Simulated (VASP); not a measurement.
Input of a VASP 6.6.1 run:

File INCAR:

```
  ALGO = Fast
  EDIFF = 1E-7
  ENCUT = 520
  GGA = PS
  ISIF = 2
  ISMEAR = 0
  LASPH = T
  LCHARG = F
  LREAL = F
  LWAVE = F
  NBANDS = 22
  NELM = 60
  PREC = Accurate
  SIGMA = 0.15
```

The input KPOINTS:

```
k-points
0
Gamma
  10 10 10
```

Contents of POSCAR:

```
Al
1.0
    3.2126361663      3.2126361663      3.2126361663
   -3.2126361663     -3.2126361663      3.2126361663
    3.2126361663     -3.2126361663     -3.2126361663
Al
8
Direct
   -0.1820934490      0.5000000000      0.3179065510
    0.0000000000      0.0000000000      0.5000000000
    0.0000000000      0.5000000000      0.0000000000
    0.0000000000      0.0000000000      0.0000000000
    0.5000000000      0.5000000000      0.5000000000
    0.5000000000      0.0000000000      0.5000000000
    0.5000000000      0.5000000000      0.0000000000
    0.5000000000      0.0000000000      0.0000000000
```

Potentials or basis: VASP PAW PBE potentials, release 64 (Al).

Launch:

```bash
$ cat potpaw_PBE.64/Al/POTCAR > POTCAR
$ mpirun -np 1 vasp_std > vasp.out
```

Q: Estimate the largest force.

A: 8.966 eV/Å.

Q: Predict the band gap on the k mesh.

A: Zero (bands 12 and 13 overlap by 3.33 eV).

Q: What does it give for the pressure?

A: 12.5 GPa.

Stress tensor (GPa, compression positive):
```
15.58  0.00  0.00
 0.00 10.94  0.00
 0.00  0.00 10.94
```

Caveat: the cell differs from its parent crystal (atom 1 (Al) moved by -1.170 Å along [1 0 0] and +0.000 Å along [0 1 0]); the cell stands under pressure; the PAW data sets were made with another functional, which shifts forces and pressure a little.
